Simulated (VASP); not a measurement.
Set up this calculation in VASP 6.6.1, as the native input.

| Item | Value |
| --- | --- |
| Task | single point |
| Functional | HSE06 |
| Potentials or basis | VASP PAW PBE potentials, release 64 (Mg, S) |
| Cutoff | 520 eV |
| k mesh | 6 × 6 × 6 |
| Occupations | gaussian, width 0.01 eV |
| Spin | no spin polarisation |
| Dipole correction | no |
| Grid for exact exchange (PRECFOCK) | Normal |
| Further INCAR settings | ALGO = Normal; EDIFF = 1e-07; NBANDS = 11 |
| Share of exact exchange | 0.25 |
| Screening parameter | 0.2079 1/Å |

Crystal: MgS.

```
CELL_PARAMETERS angstrom
-0.09834 2.81746 2.81746
2.81746 -0.09834 2.81746
2.81746 2.81746 -0.09834
ATOMIC_POSITIONS crystal
Mg 0.99683 0.99683 0.99683
S 0.25317 0.25317 0.25317
```

This cell differs from its parent crystal: epitaxial 111 strain +3.0%.

These files were run (other wordings do the same):

POSCAR

```
MgS
1.0
   -0.0983390638      2.8174640826      2.8174640826
    2.8174640826     -0.0983390638      2.8174640826
    2.8174640826      2.8174640826     -0.0983390638
Mg S
1 1
Direct
   -0.0031660414     -0.0031660414     -0.0031660414
    0.2531660414      0.2531660414      0.2531660414
```

INCAR.step1

```
SYSTEM = MgS
ALGO = Normal
EDIFF = 1E-5
ENCUT = 520
GGA = PE
ISIF = 2
ISMEAR = 0
LASPH = .True.
LCHARG = .False.
LREAL = .False.
LWAVE = .True.
NBANDS = 11
NELM = 60
PREC = Accurate
SIGMA = 0.01
```

INCAR.step2

```
SYSTEM = MgS
ALGO = Normal
EDIFF = 1E-7
ENCUT = 520
GGA = PE
HFSCREEN = 0.2079
ISIF = 2
ISMEAR = 0
ISTART = 1
LASPH = .True.
LCHARG = .False.
LHFCALC = .True.
LREAL = .False.
LWAVE = .False.
NBANDS = 11
NELM = 60
PREC = Accurate
PRECFOCK = Normal
SIGMA = 0.01
```

KPOINTS

```
k-points
0
Gamma
  6 6 6
  0 0 0
```

Potentials or basis: VASP PAW PBE potentials, release 64 (Mg, S).

Run with:

```bash
$ cat potpaw_PBE.64/Mg/POTCAR potpaw_PBE.64/S/POTCAR > POTCAR
$ cp INCAR.step1 INCAR
$ mpirun -np 1 vasp_std > vasp.out
$ cp INCAR.step2 INCAR
$ mpirun -np 1 vasp_std > vasp.out
```

It gave:

```yaml
Pressure: -2.2 GPa
Largest_force: 0.005 eV/Å
Band_gap_on_the_k_mesh: 4.09 eV
```

Caveat: the cell differs from its parent crystal (epitaxial 111 strain +3.0%); the PAW data sets were made with another functional, which shifts forces and pressure a little.

Wall time 11 min on 1 thread of Intel(R) Xeon(R) 6975P-C (Granite Rapids), with other jobs on the host, peak memory 0.29 GiB.
